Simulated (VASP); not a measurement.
Al: single point with RPBE

The system is Al.

```
Al
1.0
     0.00000    2.92156    2.92156
     2.92156    0.00000    2.92156
     2.92156    2.92156    0.00000
Al
2
Direct
  0.12500 0.12500 0.12500
  0.87500 0.87500 0.87500
```

This cell differs from its parent crystal: volume scaled by 0.88.

```json
{
  "Program": "VASP 6.6.1",
  "Task": "single point",
  "Functional": "RPBE",
  "Potentials or basis": "VASP PAW PBE potentials, release 64 (Al)",
  "Cutoff": "520 eV",
  "k mesh": "10 × 10 × 10",
  "Occupations": "fermi-dirac, width 0.1 eV",
  "Spin": "no spin polarisation"
}
```

```json
{
 "Pressure": "5.8 GPa",
 "Band gap on the k mesh": "zero (band 3 reaches 5.84 eV, above the bottom of band 4 at 2.05 eV)"
}
```

Levels at points of the mesh, in eV from the Fermi level:
| k point | band 1 | band 2 | band 3 | band 4 | band 5 | band 6 | band 7 |
| --- | --- | --- | --- | --- | --- | --- | --- |
| (0.00, 0.00, 0.00) | -8.28 | 2.30 | 2.30 | 2.30 | 4.15 | 4.15 | 4.15 |
| (0.50, 0.00, 0.00) | -6.04 | -4.10 | 1.21 | 1.21 | 3.72 | 4.49 | 4.49 |
| (0.50, 0.50, 0.00) | -4.47 | -4.47 | -0.43 | -0.43 | 2.11 | 2.11 | 11.18 |

It took 36 s on 1 thread of AMD EPYC 7R13 (shared host), peak memory 0.14 GiB.

Caveat: the PAW data sets were made with another functional, which shifts forces and pressure a little.
